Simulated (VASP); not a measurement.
FeO:

```
CELL_PARAMETERS angstrom
-1.63353 1.63353 2.12425
1.63353 -1.63353 2.12425
1.63353 1.63353 -2.12425
ATOMIC_POSITIONS crystal
Fe 0.00000 0.00000 0.00000
O 0.50000 0.50000 0.00000
```

This cell differs from its parent crystal: volume scaled by 1.06.

Base run:

| Property | Result |
| --- | --- |
| Program | VASP 6.6.1 |
| Functional | PBE |
| Potentials or basis | VASP PAW PBE potentials, release 64 (Fe, O) |
| Cutoff | 520 eV |
| k mesh | 12 × 12 × 12 |
| Occupations | fermi-dirac, width 0.05 eV |
| Spin | collinear spin, ferromagnetic start |
| Starting moments | [3.0, 0.0] μB |

Its results: band gap on the k mesh zero (filled and empty bands overlap); pressure -15.9 GPa; net moment 4.00 μB per cell; site moments Fe +3.62; O +0.28 μB.

Problem. The run is repeated on the same cell with these changes: functional from PBE to LDA; potentials or basis from VASP PAW PBE potentials, release 64 (Fe, O) to VASP PAW LDA potentials, release 64 (Fe, O). What comes out?

Solution. Band gap on the k mesh zero (filled and empty bands overlap); pressure -28.1 GPa; net moment 4.00 μB per cell; site moments Fe +3.58; O +0.30 μB.

Caveats: a cell with one magnetic atom can't hold antiferromagnetic order, which such compounds often take; semilocal functionals often make such compounds metallic where correlation or magnetic order opens a gap, which also shifts bond lengths.
